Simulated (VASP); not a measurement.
Runs of VASP 6.6.1 on Cs. The structure is that of space group P6_3/mmc (No. 194), or close to it. The cells are those of the table. This isn't the form of Cs at room conditions, which is bcc.

```csv
cell,gap on the mesh (eV),pressure (GPa)
"a = 5.161, b = 5.161, c = 16.855 Å, angles 90.0, 90.0, 120.0°, 4 atoms",none,0.3
"a = 5.385, b = 5.385, c = 17.589 Å, angles 90.0, 90.0, 120.0°, 4 atoms",none,0.0
"a = 5.313, b = 5.313, c = 17.351 Å, angles 90.0, 90.0, 120.0°, 4 atoms",none,(a)
"a = 5.456, b = 5.456, c = 17.820 Å, angles 90.0, 90.0, 120.0°, 4 atoms",none,(b)
"a = 5.238, b = 5.238, c = 17.107 Å, angles 90.0, 90.0, 120.0°, 4 atoms",none,0.2
```

Alike in all rows: task single point; level PBEsol; potentials or basis VASP PAW PBE potentials, release 64 (Cs_sv); no spin polarisation; k mesh 8 × 8 × 2; cutoff (eV) 520; smearing fermi-dirac 0.1 eV.

Question: Fill in the values left out.

Answer: (a) 0.1; (b) -0.1.

Caveats: the PAW data sets were made with another functional, which shifts forces and pressure a little; spin-orbit coupling is left out, which moves the levels of the heavy elements.

A k mesh can miss the band edges, and the runs leave out spin-orbit coupling on Cs.

A gap of «none» marks levels without a gap at the run's occupations.
